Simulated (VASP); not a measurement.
# Mn (Pm-3n) in VASP: further runs, part 2 of 2

VASP 6.6.1.

### Step 3. Relaxation of cell and atoms, PBE

This run uses another cell than the first one, of 11.75 Å³/atom.

INCAR reads:

```
SYSTEM = Mn
PREC = Accurate
ENCUT = 600
EDIFF = 1E-6
ISMEAR = -1
SIGMA = 0.1
LREAL = .False.
LASPH = .True.
NELM = 80
ALGO = Normal
ISIF = 3
LWAVE = .False.
LCHARG = .False.
GGA = PE
IBRION = 2
NSW = 80
EDIFFG = -0.01
```

KPOINTS reads:

```
regular mesh
0
Gamma
  6 6 6
  0 0 0
```

POSCAR reads:

```
Mn
1.0
    4.5467736727      0.0000000000      0.0000000000
    0.0000000000      4.5467736727      0.0000000000
    0.0000000000      0.0000000000      4.5467736727
Mn
8
Direct
    0.0000000000      0.0000000000      0.0000000000
    0.5000000000      0.5000000000      0.5000000000
    0.2500000000      0.0000000000      0.5000000000
    0.7500000000      0.0000000000      0.5000000000
    0.5000000000      0.2500000000      0.0000000000
    0.5000000000      0.7500000000      0.0000000000
    0.0000000000      0.5000000000      0.2500000000
    0.0000000000      0.5000000000      0.7500000000
```

Potentials or basis: VASP PAW PBE potentials, release 64 (Mn_pv).

Run with:

```
cat potpaw_PBE.64/Mn_pv/POTCAR > POTCAR
mpirun -np 1 vasp_std > vasp.out
```

OUTCAR:

```text
SYSTEM = Mn
   PREC = Accurate
   ENCUT = 600
   EDIFF = 1E-6
   ISMEAR = -1
   LREAL = .False.
   LASPH = .True.
   NELM = 80
   ISIF = 3
   GGA = PE
   IBRION = 2
   NSW = 80
   EDIFFG = -0.01

 ion  position               nearest neighbor table
   1  0.000  0.000  0.000-   3 2.54   4 2.54   5 2.54   6 2.54   7 2.54   8 2.54   3 2.54   4 2.54
                             7 2.54   8 2.54   5 2.54   6 2.54
   2  0.500  0.500  0.500-   3 2.54   4 2.54   5 2.54   6 2.54   7 2.54   8 2.54   5 2.54   6 2.54
                             3 2.54   4 2.54   7 2.54   8 2.54
   3  0.250  0.000  0.500-   4 2.27   4 2.27   1 2.54   1 2.54   2 2.54   2 2.54   5 2.78   6 2.78
                             6 2.78   5 2.78   8 2.78   7 2.78   8 2.78   7 2.78
   4  0.750  0.000  0.500-   3 2.27   3 2.27   1 2.54   1 2.54   2 2.54   2 2.54   5 2.78   6 2.78
                             6 2.78   5 2.78   8 2.78   7 2.78   8 2.78   7 2.78
   5  0.500  0.250  0.000-   6 2.27   6 2.27   1 2.54   2 2.54   2 2.54   1 2.54   3 2.78   4 2.78
                             3 2.78   4 2.78   8 2.78   7 2.78   7 2.78   8 2.78
   6  0.500  0.750  0.000-   5 2.27   5 2.27   1 2.54   2 2.54   2 2.54   1 2.54   3 2.78   4 2.78
                             3 2.78   4 2.78   8 2.78   7 2.78   7 2.78   8 2.78
   7  0.000  0.500  0.250-   8 2.27   8 2.27   1 2.54   2 2.54   1 2.54   2 2.54   3 2.78   4 2.78
                             5 2.78   3 2.78   4 2.78   6 2.78   5 2.78   6 2.78
   8  0.000  0.500  0.750-   7 2.27   7 2.27   1 2.54   2 2.54   1 2.54   2 2.54   3 2.78   4 2.78
                             5 2.78   3 2.78   4 2.78   6 2.78   5 2.78   6 2.78

  LATTYP: Found a simple cubic cell.
 ALAT       =     4.5467736727

  Lattice vectors:

 A1 = (   4.5467736727,   0.0000000000,   0.0000000000)
 A2 = (   0.0000000000,   4.5467736727,   0.0000000000)
 A3 = (   0.0000000000,   0.0000000000,   4.5467736727)

Analysis of symmetry for initial positions (statically):
=====================================================================
 Subroutine PRICEL returns:
 Original cell was already a primitive cell.

 Routine SETGRP: Setting up the symmetry group for a
 simple cubic supercell.

 Subroutine GETGRP returns: Found 48 space group operations
 (whereof 24 operations were pure point group operations)
 out of a pool of 48 trial point group operations.

The static configuration has the point symmetry T_h .
 The point group associated with its full space group is O_h .

Analysis of symmetry for dynamics (positions and initial velocities):
=====================================================================
 Subroutine PRICEL returns:
 Original cell was already a primitive cell.

 Routine SETGRP: Setting up the symmetry group for a
 simple cubic supercell.

 Subroutine GETGRP returns: Found 48 space group operations
 (whereof 24 operations were pure point group operations)
 out of a pool of 48 trial point group operations.

The dynamic configuration has the point symmetry T_h .
 The point group associated with its full space group is O_h .

 Subroutine INISYM returns: Found 48 space group operations
 (whereof 24 operations are pure point group operations),
 and found     1 'primitive' translations

----------------------------------------------------------------------------------------

                                     Primitive cell

  volume of cell :      93.9961

  direct lattice vectors                    reciprocal lattice vectors
     4.546773673  0.000000000  0.000000000     0.219936173  0.000000000  0.000000000
     0.000000000  4.546773673  0.000000000     0.000000000  0.219936173  0.000000000
     0.000000000  0.000000000  4.546773673     0.000000000  0.000000000  0.219936173

  length of vectors
     4.546773673  4.546773673  4.546773673     0.219936173  0.219936173  0.219936173

  position of ions in fractional coordinates (direct lattice)
     0.000000000  0.000000000  0.000000000
[... 32 lines left out ...]
     0.000000000  0.000000000  0.036656029     0.000000000  0.000000000  0.166666667

  Length of vectors
     0.036656029  0.036656029  0.036656029

  Shift w.r.t. Gamma in fractional coordinates (k-lattice)
     0.000000000  0.000000000  0.000000000

 Subroutine IBZKPT returns following result:
 ===========================================

 Found     20 irreducible k-points:

 Following reciprocal coordinates:
            Coordinates               Weight
  0.000000  0.000000  0.000000      1.000000
  0.166667  0.000000  0.000000      6.000000
  0.333333  0.000000  0.000000      6.000000
  0.500000  0.000000  0.000000      3.000000
  0.166667  0.166667  0.000000     12.000000
  0.333333  0.166667  0.000000     24.000000
[... 12 lines left out ...]
  0.500000  0.500000  0.333333      6.000000
  0.500000  0.500000  0.500000      1.000000
   k-points           NKPTS =     20   k-points in BZ     NKDIM =     20   number of bands    NBANDS=     62
   number of dos      NEDOS =    301   number of ions     NIONS =      8
   total plane-waves  NPLWV =  46656
   dimension x,y,z NGX =    36 NGY =   36 NGZ =   36
   dimension x,y,z NGXF=    72 NGYF=   72 NGZF=   72
   ions per type =               8
   NGX,Y,Z   is equivalent  to a cutoff of  13.16, 13.16, 13.16 a.u.
   NGXF,Y,Z  is equivalent  to a cutoff of  26.33, 26.33, 26.33 a.u.
 SYSTEM =  Mn
   PREC   = accura    normal or accurate (medium, high low for compatibility)
   ISTART =      0    job   : 0-new  1-cont  2-samecut
   ICHARG =      2    charge: 1-file 2-atom 10-const
   ISPIN  =      1    spin polarized calculation?
   LNONCOLLINEAR =      F non collinear calculations
   LSORBIT =      F    spin-orbit coupling
   LASPH  =      T    aspherical Exc in radial PAW
   ENCUT  =  600.0 eV  44.10 Ry    6.64 a.u.   9.08  9.08  9.08*2*pi/ulx,y,z
   NELM   =     80;   NELMIN=  2; NELMDL= -5     # of ELM steps
   EDIFF  = 0.1E-05   stopping-criterion for ELM
   LREAL  =      F    real-space projection
   EDIFFG = -.1E-01   stopping-criterion for IOM
   NSW    =     80    number of steps for IOM
   IBRION =      2    ionic relax: 0-MD 1-quasi-New 2-CG
   NFREE  =      1    steps in history (QN), initial steepest desc. (CG)
   ISIF   =      3    stress and relaxation
   ISYM   =      2    0-nonsym 1-usesym 2-fastsym
   POTIM  = 0.5000    time-step for ionic-motion
   TEBEG  =    0.0;   TEEND  =   0.0 temperature during run
   PSTRESS=    0.0 pullay stress
   NELECT =     104.0000    total number of electrons
   NUPDOWN=      -1.0000    fix difference up-down
   EMIN   =  10.00;   EMAX   =-10.00  energy-range for DOS
   EFERMI =   0.00;   METHOD = LEGACY
   ISMEAR =    -1;   SIGMA  =   0.10  broadening in eV -4-tet -1-fermi 0-gaus
   EFERMI_NEDOS =   21; number of points for ismear=-14 and -15
   IALGO  =     38    algorithm
   IMIX   =      4    mixing-type and parameters
     AMIX     =   0.40;   BMIX     =  1.00
     AMIX_MAG =   1.60;   BMIX_MAG =  1.00
  volume/ion in A,a.u.               =      11.75        79.29
  Fermi-wavevector in a.u.,A,eV,Ry     =   1.693230  3.199741 39.008279  2.867028
  Thomas-Fermi vector in A             =   2.774673
   LORBIT       =      0    0 simple, 1 ext, 2 COOP (PROOUT), +10 PAW based schemes
   GGA     = PE    functional components
   LHFCALC =     F    Hartree Fock is set to
   AEXX    =    0.0000 exact exchange contribution
   IVDW    =     0    specifies the selected vdW correction
   LEPSILON=     F    determine dielectric tensor
   LRPA    =     F    only Hartree local field effects (RPA)
 conjugate gradient relaxation of ions
 non-spin polarized calculation
  energy-cutoff  :      600.00
  volume of cell :       94.00
 maximum number of plane-waves:      3178
   NGX = 19   NGY = 19   NGZ = 19

--------------------------------------- Ionic step        1  -------------------------------------------

 number of electron     104.0000202 magnetization

 Free energy of the ion-electron system (eV)
  ---------------------------------------------------
  ext. energy  EPLUGINS =         0.00000000
  ---------------------------------------------------
  free energy    TOTEN  =       -71.31568119 eV

  energy without entropy =      -70.82455778  energy(sigma->0) =      -71.07011949

 E-fermi :   9.4581     XC(G=0): -13.4805

 val. band max:        9.4496071026   @ k =   0.1667   0.1667   0.0000
 cond. band min:       9.4690149265   @ k =   0.5000   0.1667   0.0000
 fundamental gap:      0.0194078239
 Fermi energy:         9.4581309536

 k-point     1 :       0.0000    0.0000    0.0000
  band No.  band energies     occupation
      1     -39.1981      2.00000
      2     -39.1981      2.00000
      3     -39.1315      2.00000
      4     -38.9335      2.00000
      5     -38.9335      2.00000
      6     -38.9335      2.00000
[... 1540 lines left out ...]
--------------------------------------- Ionic step        7  -------------------------------------------

 number of electron     103.9999933 magnetization

 Free energy of the ion-electron system (eV)
  ---------------------------------------------------
  ext. energy  EPLUGINS =         0.00000000
  ---------------------------------------------------
  free energy    TOTEN  =       -71.81502751 eV

  energy without entropy =      -71.38631932  energy(sigma->0) =      -71.60067341

 E-fermi :  10.6354     XC(G=0): -13.9845

 val. band max:       10.6238245325   @ k =   0.1667   0.1667   0.0000
 cond. band min:      10.6451798160   @ k =   0.5000   0.1667   0.0000
 fundamental gap:      0.0213552835
 Fermi energy:        10.6353979590

 k-point     1 :       0.0000    0.0000    0.0000
  band No.  band energies     occupation
      1     -38.2185      2.00000
      2     -38.2185      2.00000
      3     -38.1278      2.00000
      4     -37.8878      2.00000
      5     -37.8878      2.00000
      6     -37.8878      2.00000
[... 1324 lines left out ...]
  FREE ENERGIE OF THE ION-ELECTRON SYSTEM (eV)
  ---------------------------------------------------
  free  energy   TOTEN  =       -71.8150275065 eV

  energy  without entropy=      -71.3863193163  energy(sigma->0) =      -71.60067341

 reached required accuracy - stopping structural energy minimisation
```

Wall time 24 min (1 thread of AMD EPYC 7R13, shared host); peak memory 0.24 GiB.

Results:

```
Free energy                           : -71.8150 eV
Relaxed volume                        : 10.80 Å³/atom
Relaxed cell                          : a = 4.420 Å, b = 4.420 Å, c = 4.420 Å, α = 90.00°, β = 90.00°, γ = 90.00°
Space group after relaxing (to 0.1 Å) : Pm-3n (No. 223)
Energy gained by relaxing             : 62.4 meV/atom
Ionic steps                           : 7
Pressure after relaxing               : 0.0 GPa
Band gap on the k mesh                : zero (bands 52 and 53 overlap by 0.28 eV)
```

The path:
```tsv
step	energy change (eV)	largest force (eV/Å)	pressure (GPa)	volume (Å³)
1	0.0000	0.0000	-19.34	94.00
2	0.8670	0.0000	47.47	75.99
3	-0.4987	0.0000	-0.82	86.62
4	-0.4993	0.0000	-0.16	86.41
5	-0.4992	0.0000	0.32	86.26
6	-0.4992	0.0000	-0.41	86.50
7	-0.4993	0.0000	0.00	86.36
```

Final structure:
```yaml
crystal:
  lattice:
    - [4.42018, 0.00000, 0.00000]
    - [0.00000, 4.42018, 0.00000]
    - [0.00000, 0.00000, 4.42018]
  atoms:
    - { symbol: Mn, position: [0.00000, 0.00000, 0.00000] }
    - { symbol: Mn, position: [0.50000, 0.50000, 0.50000] }
    - { symbol: Mn, position: [0.25000, 0.00000, 0.50000] }
    - { symbol: Mn, position: [0.75000, 0.00000, 0.50000] }
    - { symbol: Mn, position: [0.50000, 0.25000, 0.00000] }
    - { symbol: Mn, position: [0.50000, 0.75000, 0.00000] }
    - { symbol: Mn, position: [0.00000, 0.50000, 0.25000] }
    - { symbol: Mn, position: [0.00000, 0.50000, 0.75000] }
```

Caveat: the run has no spin polarisation, though such a crystal can be magnetic. Spin polarisation is off, so any magnetic state and its effect on volume and gap are missing.

The gap in the log of VASP goes by the Fermi energy; the results here count the filled bands.